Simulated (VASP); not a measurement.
# TiO2 (Pbcn) in VASP: a series of runs

TiO2 is run at these levels: PBE; tasks: single point.

Everything below comes from runs of VASP 6.6.1. Logs are shortened: lines on timing, memory, paths and dates and some standing lists are left out, and cuts for length are marked.

## Step 1: The cell of the first run

Symmetry: Pbcn, No. 60, orthorhombic system. The conventional cell has a = 4.575 Å, b = 5.566 Å, c = 4.921 Å, α = 90.00°, β = 90.00°, γ = 90.00°. Within 2.5 Å of Ti (site symmetry 2) lie 6 O at 1.87 to 2.12 Å. O (site symmetry 1) has 3 Ti at 1.87 to 2.12 Å within 2.5 Å.

## Step 2: Single point, PBE

Input file INCAR:

```
ALGO = Normal
EDIFF = 1E-7
ENCUT = 520
GGA = PE
ISIF = 2
ISMEAR = -1
LASPH = T
LCHARG = F
LREAL = F
LWAVE = F
NBANDS = 60
NELM = 80
PREC = Accurate
SIGMA = 0.05
```

Input file KPOINTS:

```
k-points
0
Gamma
  6 5 6
```

Input file POSCAR:

```
TiO2
1.0
    4.5751769230      0.0000000000      0.0000000000
    0.0000000000      5.5658398915      0.0000000000
    0.0000000000      0.0000000000      4.9207166376
Ti O
4 8
Direct
    0.0000000000      0.1770903507      0.7500000000
    0.5000000000      0.3229096493      0.2500000000
    0.0000000000      0.8229096493      0.2500000000
    0.5000000000      0.6770903507      0.7500000000
    0.2712830267      0.3805749092      0.9190022611
    0.7712830267      0.1194250908      0.0809977389
    0.2287169733      0.1194250908      0.4190022611
    0.7287169733      0.3805749092      0.5809977389
    0.2712830267      0.6194250908      0.4190022611
    0.7712830267      0.8805749092      0.5809977389
    0.2287169733      0.8805749092      0.9190022611
    0.7287169733      0.6194250908      0.0809977389
```

Potentials or basis: VASP PAW PBE potentials, release 64 (Ti_sv, O).

Started as:

```sh
> cat potpaw_PBE.64/Ti_sv/POTCAR potpaw_PBE.64/O/POTCAR > POTCAR
> mpirun -np 1 vasp_std > vasp.out
```

OUTCAR:

```text
EDIFF = 1E-7
   ENCUT = 520
   GGA = PE
   ISIF = 2
   ISMEAR = -1
   LASPH = T
   LREAL = F
   NELM = 80
   PREC = Accurate

 ion  position               nearest neighbor table
   1  0.000  0.177  0.750-   5 1.87   8 1.87   7 1.96   6 1.96  10 2.12  11 2.12
   2  0.500  0.323  0.250-   6 1.87   7 1.87   5 1.96   8 1.96   9 2.12  12 2.12
   3  0.000  0.823  0.250-   9 1.87  12 1.87  11 1.96  10 1.96   6 2.12   7 2.12
   4  0.500  0.677  0.750-  10 1.87  11 1.87   9 1.96  12 1.96   5 2.12   8 2.12
   5  0.271  0.381  0.919-   1 1.87   2 1.96   4 2.12
   6  0.771  0.119  0.081-   2 1.87   1 1.96   3 2.12
   7  0.229  0.119  0.419-   2 1.87   1 1.96   3 2.12
   8  0.729  0.381  0.581-   1 1.87   2 1.96   4 2.12
   9  0.271  0.619  0.419-   3 1.87   4 1.96   2 2.12
  10  0.771  0.881  0.581-   4 1.87   3 1.96   1 2.12
  11  0.229  0.881  0.919-   4 1.87   3 1.96   1 2.12
  12  0.729  0.619  0.081-   3 1.87   4 1.96   2 2.12

  LATTYP: Found a simple orthorhombic cell.
 ALAT       =     4.5751769230
 B/A-ratio  =     1.0755248858
 C/A-ratio  =     1.2165299802

  Lattice vectors:

 A1 = (  -4.5751769230,   0.0000000000,   0.0000000000)
 A2 = (   0.0000000000,   0.0000000000,   4.9207166376)
 A3 = (   0.0000000000,   5.5658398915,   0.0000000000)

Analysis of symmetry for initial positions (statically):
=====================================================================
 Subroutine PRICEL returns:
 Original cell was already a primitive cell.

 Routine SETGRP: Setting up the symmetry group for a
 simple orthorhombic supercell.

 Subroutine GETGRP returns: Found  8 space group operations
 (whereof  2 operations were pure point group operations)
 out of a pool of  8 trial point group operations.

The static configuration has the point symmetry S_2 .
 The point group associated with its full space group is D_2h.

Analysis of symmetry for dynamics (positions and initial velocities):
=====================================================================
 Subroutine PRICEL returns:
 Original cell was already a primitive cell.

 Routine SETGRP: Setting up the symmetry group for a
 simple orthorhombic supercell.

 Subroutine GETGRP returns: Found  8 space group operations
 (whereof  2 operations were pure point group operations)
 out of a pool of  8 trial point group operations.

The dynamic configuration has the point symmetry S_2 .
 The point group associated with its full space group is D_2h.

 Subroutine INISYM returns: Found  8 space group operations
 (whereof  2 operations are pure point group operations),
 and found     1 'primitive' translations

----------------------------------------------------------------------------------------

                                     Primitive cell

  volume of cell :     125.3046

  direct lattice vectors                    reciprocal lattice vectors
     4.575176923  0.000000000  0.000000000     0.218570782  0.000000000  0.000000000
     0.000000000  5.565839891  0.000000000     0.000000000  0.179667403  0.000000000
     0.000000000  0.000000000  4.920716638     0.000000000  0.000000000  0.203222432

  length of vectors
     4.575176923  5.565839891  4.920716638     0.218570782  0.179667403  0.203222432

  position of ions in fractional coordinates (direct lattice)
     0.000000000  0.177090351  0.750000000
     0.500000000  0.322909649  0.250000000
     0.000000000  0.822909649  0.250000000
     0.500000000  0.677090351  0.750000000
     0.271283027  0.380574909  0.919002261
     0.771283027  0.119425091  0.080997739
     0.228716973  0.119425091  0.419002261
     0.728716973  0.380574909  0.580997739
     0.271283027  0.619425091  0.419002261
     0.771283027  0.880574909  0.580997739
     0.228716973  0.880574909  0.919002261
     0.728716973  0.619425091  0.080997739

  ion indices of the primitive-cell ions
   primitive index   ion index
                 1           1
                 2           2
                 3           3
                 4           4
                 5           5
                 6           6
                 7           7
                 8           8
                 9           9
                10          10
                11          11
                12          12

----------------------------------------------------------------------------------------

 KPOINTS: k-points

Automatic generation of k-mesh.
 Grid dimensions read from file:
 generate k-points for:    6    5    6

 Generating k-lattice:

  Cartesian coordinates                     Fractional coordinates (reciprocal lattice)
     0.036428464  0.000000000  0.000000000     0.166666667  0.000000000  0.000000000
     0.000000000  0.035933481  0.000000000     0.000000000  0.200000000  0.000000000
     0.000000000  0.000000000  0.033870405     0.000000000  0.000000000  0.166666667

  Length of vectors
     0.036428464  0.035933481  0.033870405

  Shift w.r.t. Gamma in fractional coordinates (k-lattice)
     0.000000000  0.000000000  0.000000000

 Subroutine IBZKPT returns following result:
 ===========================================

 Found     48 irreducible k-points:

 Following reciprocal coordinates:
            Coordinates               Weight
  0.000000  0.000000  0.000000      1.000000
  0.166667  0.000000  0.000000      2.000000
  0.333333  0.000000  0.000000      2.000000
  0.500000  0.000000  0.000000      1.000000
  0.000000  0.200000  0.000000      2.000000
  0.166667  0.200000  0.000000      4.000000
[... 16 lines left out ...]
  0.333333  0.400000  0.166667      8.000000
  0.500000  0.400000  0.166667      4.000000
 [... further k-points ...]
   k-points           NKPTS =     48   k-points in BZ     NKDIM =     48   number of bands    NBANDS=     60
   number of dos      NEDOS =    301   number of ions     NIONS =     12
   total plane-waves  NPLWV =  60480
   dimension x,y,z NGX =    36 NGY =   42 NGZ =   40
   dimension x,y,z NGXF=    72 NGYF=   84 NGZF=   80
   ions per type =               4   8
   NGX,Y,Z   is equivalent  to a cutoff of  13.08, 12.54, 13.51 a.u.
   NGXF,Y,Z  is equivalent  to a cutoff of  26.16, 25.09, 27.03 a.u.
 SYSTEM =  unknown system
   PREC   = accura    normal or accurate (medium, high low for compatibility)
   ISTART =      0    job   : 0-new  1-cont  2-samecut
   ICHARG =      2    charge: 1-file 2-atom 10-const
   ISPIN  =      1    spin polarized calculation?
   LNONCOLLINEAR =      F non collinear calculations
   LSORBIT =      F    spin-orbit coupling
   LASPH  =      T    aspherical Exc in radial PAW
   ENCUT  =  520.0 eV  38.22 Ry    6.18 a.u.   8.51 10.35  9.15*2*pi/ulx,y,z
   NELM   =     80;   NELMIN=  2; NELMDL= -5     # of ELM steps
   EDIFF  = 0.1E-06   stopping-criterion for ELM
   LREAL  =      F    real-space projection
   EDIFFG = 0.1E-05   stopping-criterion for IOM
   NSW    =      0    number of steps for IOM
   IBRION =     -1    ionic relax: 0-MD 1-quasi-New 2-CG
   NFREE  =      0    steps in history (QN), initial steepest desc. (CG)
   ISIF   =      2    stress and relaxation
   ISYM   =      2    0-nonsym 1-usesym 2-fastsym
   POTIM  = 0.5000    time-step for ionic-motion
   TEBEG  =    0.0;   TEEND  =   0.0 temperature during run
   PSTRESS=    0.0 pullay stress
   NELECT =      96.0000    total number of electrons
   NUPDOWN=      -1.0000    fix difference up-down
   EMIN   =  10.00;   EMAX   =-10.00  energy-range for DOS
   EFERMI =   0.00;   METHOD = LEGACY
   ISMEAR =    -1;   SIGMA  =   0.05  broadening in eV -4-tet -1-fermi 0-gaus
   EFERMI_NEDOS =   21; number of points for ismear=-14 and -15
   IALGO  =     38    algorithm
   IMIX   =      4    mixing-type and parameters
     AMIX     =   0.40;   BMIX     =  1.00
     AMIX_MAG =   1.60;   BMIX_MAG =  1.00
  volume/ion in A,a.u.               =      10.44        70.47
  Fermi-wavevector in a.u.,A,eV,Ry     =   1.497992  2.830795 30.531215  2.243981
  Thomas-Fermi vector in A             =   2.609809
   LORBIT       =      0    0 simple, 1 ext, 2 COOP (PROOUT), +10 PAW based schemes
   GGA     = PE    functional components
   LHFCALC =     F    Hartree Fock is set to
   AEXX    =    0.0000 exact exchange contribution
   IVDW    =     0    specifies the selected vdW correction
   LEPSILON=     F    determine dielectric tensor
   LRPA    =     F    only Hartree local field effects (RPA)
 non-spin polarized calculation
  energy-cutoff  :      520.00
  volume of cell :      125.30
 maximum number of plane-waves:      3408
 NGX is ok and might be reduce to    36
   NGX = 17   NGY = 21   NGZ = 19

 number of electron      95.9999991 magnetization

 Free energy of the ion-electron system (eV)
  ---------------------------------------------------
  ext. energy  EPLUGINS =         0.00000000
  ---------------------------------------------------
  free energy    TOTEN  =      -107.40579875 eV

  energy without entropy =     -107.40579875  energy(sigma->0) =     -107.40579875

 E-fermi :   5.6673     XC(G=0): -11.4289

 val. band max:        4.4362257405   @ k =   0.0000   0.0000   0.0000
 cond. band min:       7.0396337763   @ k =   0.0000   0.0000   0.5000
 fundamental gap:      2.6034080358
 Fermi energy:         5.6673468325

 k-point     1 :       0.0000    0.0000    0.0000
  band No.  band energies     occupation
      1     -52.0095      2.00000
      2     -51.9888      2.00000
      3     -51.9841      2.00000
      4     -51.9779      2.00000
      5     -28.4227      2.00000
      6     -28.3580      2.00000
[... 52 lines left out ...]
     59       8.8281      0.00000
     60       9.0827      0.00000

 k-point     2 :       0.1667    0.0000    0.0000
  band No.  band energies     occupation
      1     -52.0081      2.00000
      2     -51.9901      2.00000
      3     -51.9837      2.00000
      4     -51.9783      2.00000
      5     -28.4123      2.00000
      6     -28.3525      2.00000
[... 52 lines left out ...]
     59       8.7369      0.00000
     60       8.9360      0.00000

 k-point     3 :       0.3333    0.0000    0.0000
  band No.  band energies     occupation
      1     -52.0042      2.00000
      2     -51.9939      2.00000
      3     -51.9825      2.00000
      4     -51.9794      2.00000
      5     -28.3839      2.00000
      6     -28.3355      2.00000
[... 1312 lines left out ...]
     59       8.6061      0.00000
     60       8.7058      0.00000

 k-point    24 :       0.5000    0.4000    0.1667
  band No.  band energies     occupation
      1     -51.9977      2.00000
      2     -51.9977      2.00000
      3     -51.9823      2.00000
      4     -51.9823      2.00000
      5     -28.3761      2.00000
      6     -28.3761      2.00000
[... 52 lines left out ...]
     59       8.4945      0.00000
     60       8.4945      0.00000

 [... further k-points ...]
[... 5 lines left out ...]
  --------------------------------------------------------------------------------------
  -------------------------------------------------------------------------------------
  Total        1.0396161      0.9254231      1.0629696      0.0000000      0.0000000      0.0000000
  in kB       13.2928046     11.8327026     13.5914081      0.0000000      0.0000000      0.0000000
  external PRESSURE =      12.9056384 kB  Pullay stress =       0.0000000 kB

 VOLUME and BASIS-vectors are now :
 -----------------------------------------------------------------------------
  energy-cutoff  :      520.00
  volume of cell :      125.30
      direct lattice vectors                 reciprocal lattice vectors
     4.575176923  0.000000000  0.000000000     0.218570782  0.000000000  0.000000000
     0.000000000  5.565839891  0.000000000     0.000000000  0.179667403  0.000000000
     0.000000000  0.000000000  4.920716638     0.000000000  0.000000000  0.203222432

 POSITION                                       TOTAL-FORCE (eV/Angst)
 -----------------------------------------------------------------------------------
      0.00000      0.98566      3.69054        -0.000000     -0.035386      0.000000
      2.28759      1.79726      1.23018         0.000000      0.035386      0.000000
      0.00000      4.58018      1.23018         0.000000      0.035386      0.000000
      2.28759      3.76858      3.69054        -0.000000     -0.035386      0.000000
      1.24117      2.11822      4.52215         0.005407      0.033945     -0.002315
      3.52876      0.66470      0.39857         0.005407     -0.033945      0.002315
      1.04642      0.66470      2.06179        -0.005407     -0.033945     -0.002315
      3.33401      2.11822      2.85893        -0.005407      0.033945      0.002315
      1.24117      3.44762      2.06179         0.005407     -0.033945     -0.002315
      3.52876      4.90114      2.85893         0.005407      0.033945      0.002315
      1.04642      4.90114      4.52215        -0.005407      0.033945     -0.002315
      3.33401      3.44762      0.39857        -0.005407     -0.033945      0.002315
 -----------------------------------------------------------------------------------
    total drift:                                0.000000      0.000000      0.000000

  FREE ENERGIE OF THE ION-ELECTRON SYSTEM (eV)
  ---------------------------------------------------
  free  energy   TOTEN  =      -107.4057987506 eV

  energy  without entropy=     -107.4057987506  energy(sigma->0) =     -107.40579875
```

Wall time 3.8 min (1 thread of AMD EPYC 9R45 (Zen 5), shared host); peak memory 0.36 GiB.

Results:

* Free energy: -107.4058 eV
* Pressure: 1.3 GPa
* Largest force: 0.035 eV/Å
* Band gap on the k mesh: 2.60 eV (least direct gap 2.65 eV)

Forces on the atoms (eV/Å):
```
Ti   0.000 -0.035  0.000
Ti   0.000  0.035  0.000
Ti   0.000  0.035  0.000
Ti   0.000 -0.035  0.000
O    0.005  0.034 -0.002
O    0.005 -0.034  0.002
O   -0.005 -0.034 -0.002
O   -0.005  0.034  0.002
O    0.005 -0.034 -0.002
O    0.005  0.034  0.002
O   -0.005  0.034 -0.002
O   -0.005 -0.034  0.002
```

Levels at points of the mesh, in eV from the valence-band top:
```tsv
k point	band 44	band 45	band 46	band 47	band 48	band 49	band 50	band 51	band 52	band 53
(0.00, 0.00, 0.00)	-0.60	-0.50	-0.42	-0.01	0.00	2.65	2.66	2.78	2.82	2.90
(0.50, 0.00, 0.00)	-1.21	-0.51	-0.51	-0.24	-0.24	3.09	3.09	3.23	3.23	3.54
(0.00, 0.00, 0.50)	-1.06	-0.39	-0.39	-0.29	-0.29	2.60	2.60	3.03	3.03	3.58
(0.50, 0.00, 0.50)	-1.23	-0.50	-0.50	-0.50	-0.50	2.96	2.96	2.96	2.96	3.52
```

Caveat: an odd mesh through Γ misses points on the zone boundary, where band edges can lie.

(Part 1 of 2 ends here.)
